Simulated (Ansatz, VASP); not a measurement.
## Two plane-wave programs on ZrNbSe3

```xyz
5
Lattice="5.6786 0.0000 0.0000 -2.8393 4.9178 0.0000 0.0000 0.0000 5.3259" Properties=species:S:1:pos:R:3 pbc="T T T"
Zr    0.0000    0.0000    0.0000
Nb    0.0000    0.0000    2.6630
Se    2.8393    0.0000    0.0000
Se   -1.4196    2.4589    0.0000
Se    1.4196    2.4589    0.0000
```

Alike in both runs: functional PBE; k mesh 6 × 6 × 4; occupations gaussian, width 0.1 eV; collinear spin.

Ansatz relaxed the structure, and its values are those at the end. VASP's run is a single point on that final structure, the one shown.

|  | VASP | Ansatz |
| --- | --- | --- |
| version | VASP 6.6.1 | Ansatz 0.2.0 |
| potentials or method | VASP PAW PBE potentials, release 64 (Zr_sv, Nb_sv, Se), cutoff 520 eV | scalar-relativistic, plane waves, PAW |
| valence electrons in the cell | 43 | 73 |

Ansatz gave:

```
gap on the k mesh at the Fermi level (eV)                     : none
pressure (GPa)                                                : -0.1
net moment per atom (μB)                                      : 0.65
size of the moment on the site where the two differ most (μB) : 1.81
```

Task: Estimate VASP's values.

Result: gap on the k mesh at the Fermi level (eV): none; pressure (GPa): 0.0; net moment per atom (μB): 0.65; size of the moment on the site where the two differ most (μB): 2.01.

Site moments also hang on the region over which each program counts them. A gap of «none» marks a metal or a gap that the smearing closes. VASP's potentials hold 43 valence electrons a cell and Ansatz's 73, so a difference there can come from the potentials and not from the codes.
